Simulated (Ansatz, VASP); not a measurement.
HfC3: VASP beside Ansatz

Contents of INCAR:

```
PREC     = Accurate       # precision mode
ENCUT    = 520            # plane-wave cutoff, eV
EDIFF    = 1E-6           # SCF threshold, eV
ISMEAR   = 0              # smearing method
SIGMA    = 0.1            # smearing width, eV
LREAL    = F              # projectors in reciprocal space
LASPH    = T              # aspherical terms in the spheres
NELM     = 100            # most SCF steps
ALGO     = Normal         # electronic algorithm
ISIF     = 2              # what is computed and relaxed
LWAVE    = F              # write WAVECAR
LCHARG   = F              # write CHGCAR
GGA      = PE             # functional
NBANDS   = 19             # bands
```

The input KPOINTS:

```
Automatic mesh
0
Gamma
  6 6 6
```

The input POSCAR:

```
HfC3
1.0
    3.4570425756      0.0000000000      0.0000000000
    0.0000000000      3.4570425756      0.0000000000
    0.0000000000      0.0000000000      3.4570425756
Hf C
1 3
Direct
    0.0000000000      0.0000000000      0.0000000000
    0.0000000000      0.5000000000      0.5000000000
    0.5000000000      0.0000000000      0.5000000000
    0.5000000000      0.5000000000      0.0000000000
```

Input for Ansatz:

```yaml
crystal:
  lattice:
    - [3.4570425756, 0.0, 0.0]
    - [0.0, 3.4570425756, 0.0]
    - [0.0, 0.0, 3.4570425756]
  atoms:
    - { symbol: Hf, position: [0.0, 0.0, 0.0] }
    - { symbol: C, position: [0.0, 0.5, 0.5] }
    - { symbol: C, position: [0.5, 0.0, 0.5] }
    - { symbol: C, position: [0.5, 0.5, 0.0] }
basis:
  ecutwfc: 420
kpoints:
  mp_grid: { grid: [6, 6, 6] }
hamiltonian:
  xc: pbe
scf:
  occupations: { method: gaussian, width: 0.1 }
  lower_state_search: "off"
output:
  forces: true
  stress: true
  eigenvalues: true
```

Alike in both runs: task single point; functional PBE; k mesh 6 × 6 × 6; occupations gaussian, width 0.1 eV; no spin polarisation.

|  | VASP | Ansatz |
| --- | --- | --- |
| version | VASP 6.6.1 | Ansatz 0.2.0 |
| potentials or method | VASP PAW PBE potentials, release 64 (Hf_pv, C), cutoff 520 eV | scalar-relativistic, plane waves, PAW |
| valence electrons in the cell | 22 | 38 |

```csv
,VASP,Ansatz,Ansatz less VASP
gap on the k mesh at the Fermi level (eV),none,none,-
pressure (GPa),-14.9,-13.6,+1.26
```

A gap of «none» marks a metal or a gap that the smearing closes. VASP's potentials hold 22 valence electrons a cell and Ansatz's 38, so a difference there can come from the potentials and not from the codes.

Spin-orbit coupling is off throughout.
